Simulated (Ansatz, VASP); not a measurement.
# One calculation of B10Pt, two programs

```
B Pt
1.0
     6.49133    0.00000    0.00000
    -3.24566    5.62165    0.00000
     0.00000    0.00000    3.09183
B Pt
10 1
Cartesian
  0.0000 3.7478 1.5459
  3.2457 1.8739 1.5459
  1.9293 0.8430 1.5459
  4.7966 1.2493 1.5459
  3.0111 3.5293 1.5459
  -0.2346 2.0923 1.5459
  -1.3164 4.7786 1.5459
  1.5509 4.3723 1.5459
  0.0000 3.7478 0.0000
  3.2457 1.8739 0.0000
  0.0000 0.0000 1.5459
```

Alike in both runs: functional PBE; k mesh 6 × 6 × 12; occupations gaussian, width 0.1 eV; no spin polarisation.

Ansatz relaxed the structure, and its values are those at the end. VASP's run is a single point on that final structure, the one shown.

|  | VASP | Ansatz |
| --- | --- | --- |
| version | VASP 6.6.1 | Ansatz 0.2.0 |
| potentials or method | VASP PAW PBE potentials, release 64 (B, Pt), cutoff 520 eV | scalar-relativistic, plane waves, PAW |
| valence electrons in the cell | 40 | 48 |

|  | VASP | Ansatz | Ansatz less VASP |
| --- | --- | --- | --- |
| gap on the k mesh at the Fermi level (eV) | none | none | - |
| pressure (GPa) | -0.1 | 0.0 | +0.05 |

A gap of «none» marks a metal or a gap that the smearing closes. VASP's potentials hold 40 valence electrons a cell and Ansatz's 48, so a difference there can come from the potentials and not from the codes.

Spin-orbit coupling is off throughout.
